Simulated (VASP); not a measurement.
# H2Pb6O7 in VASP: single point with LDA

Aim: the single point of H2Pb6O7 with LDA.

Everything below comes from runs of VASP 6.6.1. Logs are shortened: lines on timing, memory, paths and dates and some standing lists are left out, and cuts for length are marked.

### Step 1. The cell of the first run

The cell holds a slab with vacuum, 15 atoms: a = 5.621 Å, b = 6.406 Å, c = 18.717 Å, α = 90.00°, β = 90.00°, γ = 116.03°.

### Step 2. Single point, LDA

File INCAR:

```
SYSTEM = H2Pb6O7
PREC = Accurate ; ENCUT = 520
EDIFF = 1E-6 ; ISMEAR = 0
SIGMA = 0.02 ; LREAL = Auto
LASPH = .True. ; NELM = 60
ALGO = Normal ; ISIF = 2
LWAVE = .False. ; LCHARG = .True.
GGA = CA ; LELF = .True.
LVHAR = .True. ; NBANDS = 77
```

File KPOINTS:

```
regular mesh
0
Gamma
  3 3 1
  0 0 0
```

File POSCAR:

```
H2Pb6O7
1.0
    5.6214990000      0.0000000000      0.0000000000
   -2.8107490000      5.7559400000      0.0000000000
    0.0000000000      0.0000000000     18.7171000000
Pb O H
6 7 2
Direct
    0.7332698874      0.9669383281      0.1332764157
    0.4004283578      0.3008566802      0.0876961175
    0.3531406940      0.2126782072      0.2794682403
    0.0237431241      0.5513612025      0.2055000508
    0.9740102357      0.5055181256      0.4013043153
    0.6473578397      0.8169404129      0.3181832656
    0.0000000000      0.0000000000      0.0534270800
    0.4999999111      0.0000000000      0.0534270800
    0.6232544554      0.2431338756      0.1847099177
    0.1154159971      0.2447760053      0.1848146882
    0.2515261521      0.5206630020      0.3059675911
    0.7597312351      0.5252320212      0.3018078655
   -0.3522898496      0.6774599805      0.4248599409
    0.7570602884      1.1665899923      0.3911086119
   -0.3070130747      0.7934082009      0.4626118362
```

Potentials or basis: VASP PAW LDA potentials, release 64 (Pb_d, O, H).

On the command line:

```sh
> cat potpaw_LDA.64/Pb_d/POTCAR potpaw_LDA.64/O/POTCAR potpaw_LDA.64/H/POTCAR > POTCAR
> mpirun -np 1 vasp_std > vasp.out
```

OUTCAR:

```text
SYSTEM = H2Pb6O7
   PREC = Accurate
   ENCUT = 520
   EDIFF = 1E-6
   ISMEAR = 0
   LREAL = Auto
   LASPH = .True.
   NELM = 60
   ISIF = 2
   GGA = CA

 ion  position               nearest neighbor table
   1  0.733  0.967  0.133-   8 2.06   7 2.06  10 2.31   9 2.32   2 3.51   2 3.51   6 3.57   4 3.63
                             4 3.92   2 3.93   4 3.94
   2  0.400  0.301  0.088-   8 2.32   7 2.32   9 2.33  10 2.34   1 3.51   1 3.51   3 3.63   4 3.84
                             4 3.86   1 3.93
   3  0.353  0.213  0.279-  10 2.28   9 2.29  12 2.32  11 2.34   6 3.55   2 3.63   6 3.66   4 3.68
                             4 3.70   6 3.72   5 3.89   4 4.05   5 4.10
   4  0.024  0.551  0.206-  10 2.27   9 2.28  12 2.29  11 2.33   1 3.63   5 3.68   3 3.68   3 3.70
                             6 3.79   2 3.84   2 3.86   6 3.87   1 3.92   1 3.94   3 4.05
   5  0.974  0.506  0.401-  14 1.98  12 2.25  11 2.34  13 2.56   6 3.60   4 3.68   6 3.76   3 3.89
                             3 4.10
   6  0.647  0.817  0.318-  13 2.19  11 2.21  12 2.24  14 2.46   3 3.55   1 3.57   5 3.60   3 3.66
                             3 3.72   5 3.76   4 3.79   4 3.87
   7  0.000  0.000  0.053-   1 2.06   2 2.32
   8  0.500  0.000  0.053-   1 2.06   2 2.32
   9  0.623  0.243  0.185-   4 2.28   3 2.29   1 2.32   2 2.33
  10  0.115  0.245  0.185-   4 2.27   3 2.28   1 2.31   2 2.34
  11  0.252  0.521  0.306-   6 2.21   4 2.33   3 2.34   5 2.34
  12  0.760  0.525  0.302-   6 2.24   5 2.25   4 2.29   3 2.32
  13  0.648  0.677  0.425-  15 0.97   6 2.19   5 2.56
  14  0.757  0.167  0.391-   5 1.98   6 2.46
  15  0.693  0.793  0.463-  13 0.97

  LATTYP: Found a base centered orthorhombic cell.
 ALAT       =     5.6214990000
 B/A-ratio  =     2.0478310145
 C/A-ratio  =     3.3295567606

  Lattice vectors:

 A1 = (   2.8107490000,  -5.7559400000,   0.0000000000)
 A2 = (   2.8107500000,   5.7559400000,   0.0000000000)
 A3 = (   0.0000000000,   0.0000000000,  18.7171000000)

Analysis of symmetry for initial positions (statically):
=====================================================================
 Subroutine PRICEL returns:
 Original cell was already a primitive cell.

 Routine SETGRP: Setting up the symmetry group for a
 base centered orthorhombic supercell.

 Subroutine GETGRP returns: Found  1 space group operations
 (whereof  1 operations were pure point group operations)
 out of a pool of  8 trial point group operations.

The static configuration has the point symmetry C_1 .

Analysis of symmetry for dynamics (positions and initial velocities):
=====================================================================
 Subroutine PRICEL returns:
 Original cell was already a primitive cell.

 Routine SETGRP: Setting up the symmetry group for a
 base centered orthorhombic supercell.

 Subroutine GETGRP returns: Found  1 space group operations
 (whereof  1 operations were pure point group operations)
 out of a pool of  8 trial point group operations.

The dynamic configuration has the point symmetry C_1 .

 Subroutine INISYM returns: Found  1 space group operations
 (whereof  1 operations are pure point group operations),
 and found     1 'primitive' translations

----------------------------------------------------------------------------------------

                                     Primitive cell

  volume of cell :     605.6294

  direct lattice vectors                    reciprocal lattice vectors
     5.621499000  0.000000000  0.000000000     0.177888496  0.086866769  0.000000000
    -2.810749000  5.755940000  0.000000000     0.000000000  0.173733569  0.000000000
     0.000000000  0.000000000 18.717100000     0.000000000  0.000000000  0.053427080

  length of vectors
     5.621499000  6.405556590 18.717100000     0.197965028  0.173733569  0.053427080

  position of ions in fractional coordinates (direct lattice)
     0.733269887  0.966938328  0.133276416
     0.400428358  0.300856680  0.087696118
     0.353140694  0.212678207  0.279468240
     0.023743124  0.551361202  0.205500051
     0.974010236  0.505518126  0.401304315
     0.647357840  0.816940413  0.318183266
     0.000000000  0.000000000  0.053427080
     0.499999911  0.000000000  0.053427080
     0.623254455  0.243133876  0.184709918
     0.115415997  0.244776005  0.184814688
     0.251526152  0.520663002  0.305967591
     0.759731235  0.525232021  0.301807866
     0.647710150  0.677459980  0.424859941
     0.757060288  0.166589992  0.391108612
     0.692986925  0.793408201  0.462611836

  ion indices of the primitive-cell ions
   primitive index   ion index
                 1           1
                 2           2
                 3           3
                 4           4
                 5           5
                 6           6
                 7           7
                 8           8
                 9           9
                10          10
                11          11
                12          12
                13          13
                14          14
                15          15

----------------------------------------------------------------------------------------

 KPOINTS: regular mesh

Automatic generation of k-mesh.
 Grid dimensions read from file:
 generate k-points for:    3    3    1

 Generating k-lattice:

  Cartesian coordinates                     Fractional coordinates (reciprocal lattice)
     0.059296165  0.028955590  0.000000000     0.333333333  0.000000000  0.000000000
     0.000000000  0.057911190  0.000000000     0.000000000  0.333333333  0.000000000
     0.000000000  0.000000000  0.053427080     0.000000000  0.000000000  1.000000000

  Length of vectors
     0.065988343  0.057911190  0.053427080

  Shift w.r.t. Gamma in fractional coordinates (k-lattice)
     0.000000000  0.000000000  0.000000000

 Subroutine IBZKPT returns following result:
 ===========================================

 Found      5 irreducible k-points:

 Following reciprocal coordinates:
            Coordinates               Weight
  0.000000  0.000000  0.000000      1.000000
  0.333333  0.000000  0.000000      2.000000
  0.333333 -0.333333  0.000000      2.000000
  0.000000  0.333333  0.000000      2.000000
  0.333333  0.333333  0.000000      2.000000
   k-points           NKPTS =      5   k-points in BZ     NKDIM =      5   number of bands    NBANDS=     77
   number of dos      NEDOS =    301   number of ions     NIONS =     15
   total plane-waves  NPLWV = 282240
   dimension x,y,z NGX =    42 NGY =   48 NGZ =  140
   dimension x,y,z NGXF=    84 NGYF=   96 NGZF=  280
   ions per type =               6   7   2
   NGX,Y,Z   is equivalent  to a cutoff of  12.42, 12.46, 12.43 a.u.
   NGXF,Y,Z  is equivalent  to a cutoff of  24.84, 24.92, 24.87 a.u.
 SYSTEM =  H2Pb6O7
   PREC   = accura    normal or accurate (medium, high low for compatibility)
   ISTART =      0    job   : 0-new  1-cont  2-samecut
   ICHARG =      2    charge: 1-file 2-atom 10-const
   ISPIN  =      1    spin polarized calculation?
   LNONCOLLINEAR =      F non collinear calculations
   LSORBIT =      F    spin-orbit coupling
   LASPH  =      T    aspherical Exc in radial PAW
   ENCUT  =  520.0 eV  38.22 Ry    6.18 a.u.  10.45 11.91 34.80*2*pi/ulx,y,z
   NELM   =     60;   NELMIN=  2; NELMDL= -5     # of ELM steps
   EDIFF  = 0.1E-05   stopping-criterion for ELM
   LREAL  =      T    real-space projection
   EDIFFG = 0.1E-04   stopping-criterion for IOM
   NSW    =      0    number of steps for IOM
   IBRION =     -1    ionic relax: 0-MD 1-quasi-New 2-CG
   NFREE  =      0    steps in history (QN), initial steepest desc. (CG)
   ISIF   =      2    stress and relaxation
   ISYM   =      2    0-nonsym 1-usesym 2-fastsym
   POTIM  = 0.5000    time-step for ionic-motion
   TEBEG  =    0.0;   TEEND  =   0.0 temperature during run
   PSTRESS=    0.0 pullay stress
   NELECT =     128.0000    total number of electrons
   NUPDOWN=      -1.0000    fix difference up-down
   EMIN   =  10.00;   EMAX   =-10.00  energy-range for DOS
   EFERMI =   0.00;   METHOD = LEGACY
   ISMEAR =     0;   SIGMA  =   0.02  broadening in eV -4-tet -1-fermi 0-gaus
   EFERMI_NEDOS =   21; number of points for ismear=-14 and -15
   IALGO  =     38    algorithm
   IMIX   =      4    mixing-type and parameters
     AMIX     =   0.40;   BMIX     =  1.00
     AMIX_MAG =   1.60;   BMIX_MAG =  1.00
  volume/ion in A,a.u.               =      40.38       272.47
  Fermi-wavevector in a.u.,A,eV,Ry     =   0.975160  1.842785 12.938281  0.950937
  Thomas-Fermi vector in A             =   2.105677
   LORBIT       =      0    0 simple, 1 ext, 2 COOP (PROOUT), +10 PAW based schemes
   GGA     = CA    functional components
   LHFCALC =     F    Hartree Fock is set to
   AEXX    =    0.0000 exact exchange contribution
   IVDW    =     0    specifies the selected vdW correction
   LEPSILON=     F    determine dielectric tensor
   LRPA    =     F    only Hartree local field effects (RPA)
 non-spin polarized calculation
 Gauss-broadening in eV      SIGMA  =   0.02
  energy-cutoff  :      520.00
  volume of cell :      605.63
 maximum number of plane-waves:     16362
 NGX is ok and might be reduce to    42
   NGX = 21   NGY = 23   NGZ = 69

 number of electron     127.9999993 magnetization

 Free energy of the ion-electron system (eV)
  ---------------------------------------------------
  ext. energy  EPLUGINS =         0.00000000
  ---------------------------------------------------
  free energy    TOTEN  =       -81.77742070 eV

  energy without entropy =      -81.77399637  energy(sigma->0) =      -81.77570853

 E-fermi :  -1.5134     XC(G=0):  -5.0426

 val. band max:       -1.5799725518   @ k =   0.3333   0.3333   0.0000
 cond. band min:      -1.5078147799   @ k =   0.0000   0.3333   0.0000
 fundamental gap:      0.0721577719
 Fermi energy:        -1.5134422089

 k-point     1 :       0.0000    0.0000    0.0000
  band No.  band energies     occupation
      1     -20.4356      2.00000
      2     -19.9799      2.00000
      3     -19.7011      2.00000
      4     -19.6307      2.00000
      5     -19.4206      2.00000
      6     -18.8535      2.00000
[... 68 lines left out ...]
     75       3.5402      0.00000
     76       3.8980      0.00000

 k-point     2 :       0.3333    0.0000    0.0000
  band No.  band energies     occupation
      1     -20.4264      2.00000
      2     -19.9223      2.00000
      3     -19.7099      2.00000
      4     -19.6011      2.00000
      5     -19.4716      2.00000
      6     -18.8908      2.00000
[... 68 lines left out ...]
     75       3.7714      0.00000
     76       3.9589      0.00000

 k-point     3 :       0.3333   -0.3333    0.0000
  band No.  band energies     occupation
      1     -20.4259      2.00000
      2     -19.9228      2.00000
      3     -19.7122      2.00000
      4     -19.5998      2.00000
      5     -19.4717      2.00000
      6     -18.8908      2.00000
[... 68 lines left out ...]
     75       3.7105      0.00000
     76       4.0269      0.00000

 k-point     4 :       0.0000    0.3333    0.0000
  band No.  band energies     occupation
      1     -20.4342      2.00000
      2     -19.9690      2.00000
      3     -19.6986      2.00000
      4     -19.6302      2.00000
      5     -19.4174      2.00000
      6     -18.8528      2.00000
[... 68 lines left out ...]
     75       3.3647      0.00000
     76       3.9061      0.00000

 k-point     5 :       0.3333    0.3333    0.0000
  band No.  band energies     occupation
      1     -20.4257      2.00000
      2     -19.9211      2.00000
      3     -19.7058      2.00000
      4     -19.5982      2.00000
      5     -19.4710      2.00000
      6     -18.8904      2.00000
[... 68 lines left out ...]
     75       3.6694      0.00000
     76       3.8962      0.00000
 [bands above 76 left out]

------------------------ aborting loop because EDIFF is reached ----------------------------------------

  FORCE on cell =-STRESS in cart. coord.  units (eV):
  Direction    XX          YY          ZZ          XY          YZ          ZX
  --------------------------------------------------------------------------------------
  -------------------------------------------------------------------------------------
  Total       -1.4467882     -4.3130210     -0.2771429     -0.3209374     -0.8672119      0.0555218
  in kB       -3.8274416    -11.4099883     -0.7331747     -0.8490318     -2.2941872      0.1468814
  external PRESSURE =      -5.3235349 kB  Pullay stress =       0.0000000 kB

 VOLUME and BASIS-vectors are now :
 -----------------------------------------------------------------------------
  energy-cutoff  :      520.00
  volume of cell :      605.63
      direct lattice vectors                 reciprocal lattice vectors
     5.621499000  0.000000000  0.000000000     0.177888496  0.086866769  0.000000000
    -2.810749000  5.755940000  0.000000000     0.000000000  0.173733569  0.000000000
     0.000000000  0.000000000 18.717100000     0.000000000  0.000000000  0.053427080

 POSITION                                       TOTAL-FORCE (eV/Angst)
 -----------------------------------------------------------------------------------
      1.40425      5.56564      2.49455        -0.008838     -0.062424      0.070583
      1.40537      1.73171      1.64142        -0.019930     -1.429720     -0.978683
      1.38739      1.22416      5.23084        -0.001154     -0.049939      0.041720
     -1.41627      3.17360      3.84637         0.004433      0.056589     -0.037027
      4.05451      2.90973      7.51125         0.019803     -0.001959      0.058547
      1.34291      4.70226      5.95547        -0.004033      0.071552     -0.027110
      0.00000      0.00000      1.00000         0.804676      0.741436      0.435300
      2.81075      0.00000      1.00000        -0.794332      0.716363      0.410861
      2.82024      1.39946      3.45723         0.000323      0.013149     -0.002095
     -0.03919      1.40892      3.45920         0.010448     -0.005639      0.000360
     -0.04950      2.99690      5.72683        -0.008403     -0.023935     -0.010196
      2.79453      3.02320      5.64897        -0.009500     -0.012040     -0.002908
      1.73693      3.89942      7.95215         0.020299     -0.128742     -0.105909
      3.78757      0.95888      7.32042         0.002890     -0.010032     -0.000263
      1.66555      4.56681      8.65875        -0.016684      0.125341      0.146821
 -----------------------------------------------------------------------------------
    total drift:                               -0.015476     -0.014718     -0.022444

  FREE ENERGIE OF THE ION-ELECTRON SYSTEM (eV)
  ---------------------------------------------------
  free  energy   TOTEN  =       -81.7774207019 eV

  energy  without entropy=      -81.7739963674  energy(sigma->0) =      -81.77570853
```

It took 10 min on 1 thread of AMD EPYC 7R13 (Zen 3), shared host; peak memory 0.47 GiB.

What came out:

* Free energy: -81.7774 eV
* Largest force: 1.733 eV/Å
* Band gap on the k mesh: zero (band 64 reaches -1.51 eV, above the bottom of band 65 at -1.58 eV)

Forces on the atoms (eV/Å):
```
Pb  -0.009 -0.062  0.071
Pb  -0.020 -1.430 -0.979
Pb  -0.001 -0.050  0.042
Pb   0.004  0.057 -0.037
Pb   0.020 -0.002  0.059
Pb  -0.004  0.072 -0.027
O    0.805  0.741  0.435
O   -0.794  0.716  0.411
O    0.000  0.013 -0.002
O    0.010 -0.006  0.000
O   -0.008 -0.024 -0.010
O   -0.009 -0.012 -0.003
O    0.020 -0.129 -0.106
H    0.003 -0.010  0.000
H   -0.017  0.125  0.147
```

Caveat: the k points lie up to 0.41 Å⁻¹ apart; spin-orbit coupling is left out, which moves the levels of the heavy elements.
